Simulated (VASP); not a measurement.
Write the native input for VASP 6.6.1 that does the following.

```yaml
Task: single point
Functional: PBE
Potentials_or_basis: VASP PAW PBE potentials, release 64 (Ca_sv, Sb)
Cutoff: 520 eV
k_mesh: 6 × 6 × 4
Occupations: gaussian, width 0.1 eV
Spin: no spin polarisation
Dipole_correction: no
Further_INCAR_settings: ALGO = Normal; EDIFF = 1e-06; NBANDS = 23
```

The structure of CaSb4 lies in POSCAR:

```
CaSb4
1.0
    5.1109901000      0.0000000000      0.0000000000
   -2.5554950500      4.4262472700      0.0000000000
    0.0000000000      0.0000000000      6.1578649300
Ca Sb
1 4
Direct
    0.0000000000      0.0000000000      0.5000000000
    0.3333333300      0.6666666700      0.5000000000
    0.6666666700      0.3333333300      0.5000000000
    0.3333333300      0.6666666700      0.0000000000
    0.6666666700      0.3333333300      0.0000000000
```

The cell was generated, and may not be a known phase.

These files were run (other wordings do the same):

INCAR

```
PREC = Accurate ; ENCUT = 520
EDIFF = 1E-6 ; ISMEAR = 0
SIGMA = 0.1 ; LREAL = False
LASPH = True ; NELM = 100
ALGO = Normal ; ISIF = 2
LWAVE = False ; LCHARG = True
GGA = PE ; LELF = True
LVHAR = True ; NBANDS = 23
```

KPOINTS

```
regular mesh
0
Gamma
  6 6 4
```

Potentials or basis: VASP PAW PBE potentials, release 64 (Ca_sv, Sb).

Command:

```sh
$ cat potpaw_PBE.64/Ca_sv/POTCAR potpaw_PBE.64/Sb/POTCAR > POTCAR
$ mpirun -np 1 vasp_std > vasp.out
```

It gave:

```
Pressure               : 13.0 GPa
Band gap on the k mesh : zero (bands 15 and 16 overlap by 1.78 eV)
```

Caveat: the stress differs along the axes, from 2 to 18 GPa; spin-orbit coupling is left out, which moves the levels of the heavy elements.

It took 56 s on 1 thread of Intel(R) Xeon(R) Platinum 8488C (Sapphire Rapids) (shared host), peak memory 0.28 GiB.
